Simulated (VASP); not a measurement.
Wanted: the native input for a VASP 6.6.1 run.

* Task: single point
* Functional: LDA
* Potentials or basis: VASP PAW LDA potentials, release 64 (Ge_d, Ca_sv, Be)
* Cutoff: 520 eV
* k mesh: 5 × 5 × 2, shifted
* Occupations: fermi-dirac, width 0.0622 eV
* Spin: no spin polarisation
* Dipole correction: no
* Further INCAR settings: ALGO = Normal; EDIFF = 1e-06; NBANDS = 53

The structure of CaBe2Ge2 lies in POSCAR:

```
CaBe2Ge2
1.0
    4.0271460000     -0.0154950000      0.0135670000
   -0.0154950000      3.9819280000      0.0146060000
    0.0334800000      0.0360420000      9.7414630000
Ge Ca Be
4 2 4
Direct
    0.2477760000      0.2465430000      0.3677770000
    0.7390590000      0.7459890000      0.6323040000
    0.7476950000      0.2488350000      0.0011060000
    0.2554490000      0.7568460000      0.0015930000
    0.2440250000      0.2563070000      0.7505320000
    0.7458660000      0.7390040000      0.2541690000
    0.2501230000      0.2441680000      0.1100240000
    0.7511670000      0.7513360000      0.8933270000
    0.7457380000      0.2464500000      0.4976170000
    0.2533260000      0.7460880000      0.4952060000
```

One way to write it, as run:

INCAR

```
PREC = Accurate
ENCUT = 520
EDIFF = 1E-6
ISMEAR = -1
SIGMA = 0.0622
LREAL = F
LASPH = T
NELM = 60
ALGO = Normal
ISIF = 2
LWAVE = F
LCHARG = F
GGA = CA
NBANDS = 53
```

KPOINTS

```
Automatic mesh
0
Gamma
  5 5 2
  0 0.5 0
```

Potentials or basis: VASP PAW LDA potentials, release 64 (Ge_d, Ca_sv, Be).

Run with:

```console
$ cat potpaw_LDA.64/Ge_d/POTCAR potpaw_LDA.64/Ca_sv/POTCAR potpaw_LDA.64/Be/POTCAR > POTCAR
$ mpirun -np 1 vasp_std > vasp.out
```

Results of the run:

| Property | Result |
| --- | --- |
| Pressure | -1.6 GPa |
| Largest force | 2.016 eV/Å |
| Band gap on the k mesh | zero (bands 42 and 43 overlap by 1.04 eV) |

Caveat: forces of over 1 eV/Å act on the atoms, so gaps and moduli don't describe the material at rest.

Wall time 5.5 min on 1 thread of AMD EPYC 7R43 64-Core Processor (Zen 3) (shared host), peak memory 0.27 GiB.
